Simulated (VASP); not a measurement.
# Lu (Fd-3m) in VASP: single point with BLYP

Aim: the single point of Lu with BLYP.

Everything below comes from runs of VASP 6.6.1. Logs are shortened: lines on timing, memory, paths and dates and some standing lists are left out, and cuts for length are marked.

### 1 The cell of the first run

It takes space group Fd-3m (No. 227, cubic). The conventional cell has a = 7.616 Å, b = 7.616 Å, c = 7.616 Å, α = 90.00°, β = 90.00°, γ = 90.00°. Within 4.3 Å of Lu (site symmetry -43m) lie 4 Lu at 3.30 Å.

This isn't the form of Lu at room conditions, which is hcp.

### 2 Single point, BLYP

INCAR

```
SYSTEM = Lu
PREC = Accurate ; ENCUT = 520
EDIFF = 1E-7 ; ISMEAR = -1
SIGMA = 0.1 ; LREAL = .FALSE.
LASPH = .TRUE. ; NELM = 60
ALGO = Normal ; ISIF = 2
LWAVE = .FALSE. ; LCHARG = .TRUE.
GGA = B5 ; ALDAX = 1.0
AGGAX = 1.0 ; AGGAC = 1.0
ALDAC = 0.0 ; LELF = .TRUE.
LVHAR = .TRUE. ; NBANDS = 32
```

KPOINTS

```
Automatic mesh
0
G
  12 12 12
  0 0 0
```

POSCAR

```
Lu
1.0
    0.0000000000      3.8081308599      3.8081308599
    3.8081308599      0.0000000000      3.8081308599
    3.8081308599      3.8081308599      0.0000000000
Lu
2
Direct
    0.1250000000      0.1250000000      0.1250000000
    0.8750000000      0.8750000000      0.8750000000
```

Potentials or basis: VASP PAW PBE potentials, release 64 (Lu).

On the command line:

```sh
$ cat potpaw_PBE.64/Lu/POTCAR > POTCAR
$ mpirun -np 1 vasp_std > vasp.out
```

OUTCAR:

```text
SYSTEM = Lu
   PREC = Accurate
   ENCUT = 520
   EDIFF = 1E-7
   ISMEAR = -1
   LREAL = .FALSE.
   LASPH = .TRUE.
   NELM = 60
   ISIF = 2
   GGA = B5

 ion  position               nearest neighbor table
   1  0.125  0.125  0.125-   2 3.30   2 3.30   2 3.30   2 3.30
   2  0.875  0.875  0.875-   1 3.30   1 3.30   1 3.30   1 3.30

  LATTYP: Found a face centered cubic cell.
 ALAT       =     7.6162617198

  Lattice vectors:

 A1 = (   0.0000000000,   3.8081308599,   3.8081308599)
 A2 = (   3.8081308599,   0.0000000000,   3.8081308599)
 A3 = (   3.8081308599,   3.8081308599,   0.0000000000)

Analysis of symmetry for initial positions (statically):
=====================================================================
 Subroutine PRICEL returns:
 Original cell was already a primitive cell.

 Routine SETGRP: Setting up the symmetry group for a
 face centered cubic supercell.

 Subroutine GETGRP returns: Found 48 space group operations
 (whereof 12 operations were pure point group operations)
 out of a pool of 48 trial point group operations.

The static configuration has the point symmetry D_3d.
 The point group associated with its full space group is O_h .

Analysis of symmetry for dynamics (positions and initial velocities):
=====================================================================
 Subroutine PRICEL returns:
 Original cell was already a primitive cell.

 Routine SETGRP: Setting up the symmetry group for a
 face centered cubic supercell.

 Subroutine GETGRP returns: Found 48 space group operations
 (whereof 12 operations were pure point group operations)
 out of a pool of 48 trial point group operations.

The dynamic configuration has the point symmetry D_3d.
 The point group associated with its full space group is O_h .

 Subroutine INISYM returns: Found 48 space group operations
 (whereof 12 operations are pure point group operations),
 and found     1 'primitive' translations

----------------------------------------------------------------------------------------

                                     Primitive cell

  volume of cell :     110.4500

  direct lattice vectors                    reciprocal lattice vectors
     0.000000000  3.808130860  3.808130860    -0.131298009  0.131298009  0.131298009
     3.808130860  0.000000000  3.808130860     0.131298009 -0.131298009  0.131298009
     3.808130860  3.808130860  0.000000000     0.131298009  0.131298009 -0.131298009

  length of vectors
     5.385510309  5.385510309  5.385510309     0.227414823  0.227414823  0.227414823

  position of ions in fractional coordinates (direct lattice)
     0.125000000  0.125000000  0.125000000
     0.875000000  0.875000000  0.875000000

  ion indices of the primitive-cell ions
   primitive index   ion index
                 1           1
                 2           2

----------------------------------------------------------------------------------------

 KPOINTS: Automatic mesh

Automatic generation of k-mesh.
 Grid dimensions read from file:
 generate k-points for:   12   12   12

 Generating k-lattice:

  Cartesian coordinates                     Fractional coordinates (reciprocal lattice)
    -0.010941501  0.010941501  0.010941501     0.083333333  0.000000000  0.000000000
     0.010941501 -0.010941501  0.010941501     0.000000000  0.083333333  0.000000000
     0.010941501  0.010941501 -0.010941501     0.000000000  0.000000000  0.083333333

  Length of vectors
     0.018951235  0.018951235  0.018951235

  Shift w.r.t. Gamma in fractional coordinates (k-lattice)
     0.000000000  0.000000000  0.000000000

 Subroutine IBZKPT returns following result:
 ===========================================

 Found     72 irreducible k-points:

 Following reciprocal coordinates:
            Coordinates               Weight
  0.000000  0.000000  0.000000      1.000000
  0.083333  0.000000  0.000000      8.000000
  0.166667  0.000000  0.000000      8.000000
  0.250000  0.000000  0.000000      8.000000
  0.333333  0.000000  0.000000      8.000000
  0.416667  0.000000  0.000000      8.000000
[... 16 lines left out ...]
  0.500000  0.166667  0.000000     24.000000
 -0.416667  0.166667  0.000000     24.000000
 [... further k-points ...]
   k-points           NKPTS =     72   k-points in BZ     NKDIM =     72   number of bands    NBANDS=     32
   number of dos      NEDOS =    301   number of ions     NIONS =      2
   total plane-waves  NPLWV =  64000
   dimension x,y,z NGX =    40 NGY =   40 NGZ =   40
   dimension x,y,z NGXF=    80 NGYF=   80 NGZF=   80
   ions per type =               2
   NGX,Y,Z   is equivalent  to a cutoff of  12.35, 12.35, 12.35 a.u.
   NGXF,Y,Z  is equivalent  to a cutoff of  24.70, 24.70, 24.70 a.u.
 SYSTEM =  Lu
   PREC   = accura    normal or accurate (medium, high low for compatibility)
   ISTART =      0    job   : 0-new  1-cont  2-samecut
   ICHARG =      2    charge: 1-file 2-atom 10-const
   ISPIN  =      1    spin polarized calculation?
   LNONCOLLINEAR =      F non collinear calculations
   LSORBIT =      F    spin-orbit coupling
   LASPH  =      T    aspherical Exc in radial PAW
   ENCUT  =  520.0 eV  38.22 Ry    6.18 a.u.  10.01 10.01 10.01*2*pi/ulx,y,z
   NELM   =     60;   NELMIN=  2; NELMDL= -5     # of ELM steps
   EDIFF  = 0.1E-06   stopping-criterion for ELM
   LREAL  =      F    real-space projection
   EDIFFG = 0.1E-05   stopping-criterion for IOM
   NSW    =      0    number of steps for IOM
   IBRION =     -1    ionic relax: 0-MD 1-quasi-New 2-CG
   NFREE  =      0    steps in history (QN), initial steepest desc. (CG)
   ISIF   =      2    stress and relaxation
   ISYM   =      2    0-nonsym 1-usesym 2-fastsym
   POTIM  = 0.5000    time-step for ionic-motion
   TEBEG  =    0.0;   TEEND  =   0.0 temperature during run
   PSTRESS=    0.0 pullay stress
   NELECT =      50.0000    total number of electrons
   NUPDOWN=      -1.0000    fix difference up-down
   EMIN   =  10.00;   EMAX   =-10.00  energy-range for DOS
   EFERMI =   0.00;   METHOD = LEGACY
   ISMEAR =    -1;   SIGMA  =   0.10  broadening in eV -4-tet -1-fermi 0-gaus
   EFERMI_NEDOS =   21; number of points for ismear=-14 and -15
   IALGO  =     38    algorithm
   IMIX   =      4    mixing-type and parameters
     AMIX     =   0.40;   BMIX     =  1.00
     AMIX_MAG =   1.60;   BMIX_MAG =  1.00
  volume/ion in A,a.u.               =      55.22       372.68
  Fermi-wavevector in a.u.,A,eV,Ry     =   1.257022  2.375428 21.498633  1.580105
  Thomas-Fermi vector in A             =   2.390702
   LORBIT       =      0    0 simple, 1 ext, 2 COOP (PROOUT), +10 PAW based schemes
   GGA     = B5    functional components
   LHFCALC =     F    Hartree Fock is set to
   AEXX    =    0.0000 exact exchange contribution
   IVDW    =     0    specifies the selected vdW correction
   LEPSILON=     F    determine dielectric tensor
   LRPA    =     F    only Hartree local field effects (RPA)
 non-spin polarized calculation
  energy-cutoff  :      520.00
  volume of cell :      110.45
 maximum number of plane-waves:      2996
   NGX = 21   NGY = 21   NGZ = 21

 number of electron      50.0000024 magnetization

 Free energy of the ion-electron system (eV)
  ---------------------------------------------------
  ext. energy  EPLUGINS =         0.00000000
  ---------------------------------------------------
  free energy    TOTEN  =        -3.85519751 eV

  energy without entropy =       -3.66555885  energy(sigma->0) =       -3.76037818

 E-fermi :   0.3194     XC(G=0):  -7.1872

 val. band max:        0.3163859764   @ k =   0.5000   0.1667   0.0000
 cond. band min:       0.3344537385   @ k =  -0.3333   0.2500   0.0833
 fundamental gap:      0.0180677621
 Fermi energy:         0.3193532026

 k-point     1 :       0.0000    0.0000    0.0000
  band No.  band energies     occupation
      1     -56.7187      2.00000
      2     -56.6818      2.00000
      3     -27.6427      2.00000
      4     -27.6427      2.00000
      5     -27.6427      2.00000
      6     -27.4326      2.00000
[... 24 lines left out ...]
     31       1.9443      0.00000
     32       4.5731      0.00000

 k-point     2 :       0.0833    0.0000    0.0000
  band No.  band energies     occupation
      1     -56.7183      2.00000
      2     -56.6822      2.00000
      3     -27.6441      2.00000
      4     -27.6441      2.00000
      5     -27.6420      2.00000
      6     -27.4335      2.00000
[... 24 lines left out ...]
     31       1.9427      0.00000
     32       4.5562      0.00000

 k-point     3 :       0.1667    0.0000    0.0000
  band No.  band energies     occupation
      1     -56.7169      2.00000
      2     -56.6836      2.00000
      3     -27.6481      2.00000
      4     -27.6481      2.00000
      5     -27.6402      2.00000
      6     -27.4359      2.00000
[... 24 lines left out ...]
     31       1.9586      0.00000
     32       4.4983      0.00000

 k-point     4 :       0.2500    0.0000    0.0000
  band No.  band energies     occupation
      1     -56.7149      2.00000
      2     -56.6856      2.00000
      3     -27.6532      2.00000
      4     -27.6532      2.00000
      5     -27.6377      2.00000
      6     -27.4393      2.00000
[... 24 lines left out ...]
     31       2.0456      0.00000
     32       4.3787      0.00000

 k-point     5 :       0.3333    0.0000    0.0000
  band No.  band energies     occupation
      1     -56.7125      2.00000
      2     -56.6880      2.00000
      3     -27.6581      2.00000
      4     -27.6581      2.00000
      5     -27.6351      2.00000
      6     -27.4427      2.00000
[... 584 lines left out ...]
     31       2.2022      0.00000
     32       3.8205      0.00000

 k-point    22 :       0.4167    0.1667    0.0000
  band No.  band energies     occupation
      1     -56.7101      2.00000
      2     -56.6904      2.00000
      3     -27.6713      2.00000
      4     -27.6672      2.00000
      5     -27.6103      2.00000
      6     -27.4677      2.00000
[... 24 lines left out ...]
     31       2.4343      0.00000
     32       3.6447      0.00000

 k-point    23 :       0.5000    0.1667    0.0000
  band No.  band energies     occupation
      1     -56.7083      2.00000
      2     -56.6922      2.00000
      3     -27.6756      2.00000
      4     -27.6681      2.00000
      5     -27.6070      2.00000
      6     -27.4712      2.00000
[... 24 lines left out ...]
     31       2.5049      0.00000
     32       3.7046      0.00000

 k-point    24 :      -0.4167    0.1667    0.0000
  band No.  band energies     occupation
      1     -56.7080      2.00000
      2     -56.6925      2.00000
      3     -27.6772      2.00000
      4     -27.6665      2.00000
      5     -27.6076      2.00000
      6     -27.4706      2.00000
[... 24 lines left out ...]
     31       2.5477      0.00000
     32       3.4902      0.00000

 [... further k-points ...]
[... 5 lines left out ...]
  --------------------------------------------------------------------------------------
  -------------------------------------------------------------------------------------
  Total        0.0182605      0.0182605      0.0182605      0.0000000      0.0000000      0.0000000
  in kB        0.2648845      0.2648845      0.2648845      0.0000000      0.0000000      0.0000000
  external PRESSURE =       0.2648845 kB  Pullay stress =       0.0000000 kB

 VOLUME and BASIS-vectors are now :
 -----------------------------------------------------------------------------
  energy-cutoff  :      520.00
  volume of cell :      110.45
      direct lattice vectors                 reciprocal lattice vectors
     0.000000000  3.808130860  3.808130860    -0.131298009  0.131298009  0.131298009
     3.808130860  0.000000000  3.808130860     0.131298009 -0.131298009  0.131298009
     3.808130860  3.808130860  0.000000000     0.131298009  0.131298009 -0.131298009

 POSITION                                       TOTAL-FORCE (eV/Angst)
 -----------------------------------------------------------------------------------
      0.95203      0.95203      0.95203         0.000000     -0.000000      0.000000
      6.66423      6.66423      6.66423        -0.000000      0.000000     -0.000000
 -----------------------------------------------------------------------------------
    total drift:                                0.000000      0.000000     -0.000000

  FREE ENERGIE OF THE ION-ELECTRON SYSTEM (eV)
  ---------------------------------------------------
  free  energy   TOTEN  =        -3.8551975136 eV

  energy  without entropy=       -3.6655588461  energy(sigma->0) =       -3.76037818
```

Wall time 1.8 min (1 thread of Intel Xeon 6975P-C (Granite Rapids), shared host); peak memory 0.39 GiB.

What came out:

| Property | Result |
| --- | --- |
| Free energy | -3.8552 eV |
| Pressure | 0.0 GPa |
| Band gap on the k mesh | zero (bands 25 and 26 overlap by 0.84 eV) |

Caveat: the PAW data sets were made with another functional, which shifts forces and pressure a little; spin-orbit coupling is left out, which moves the levels of the heavy elements.
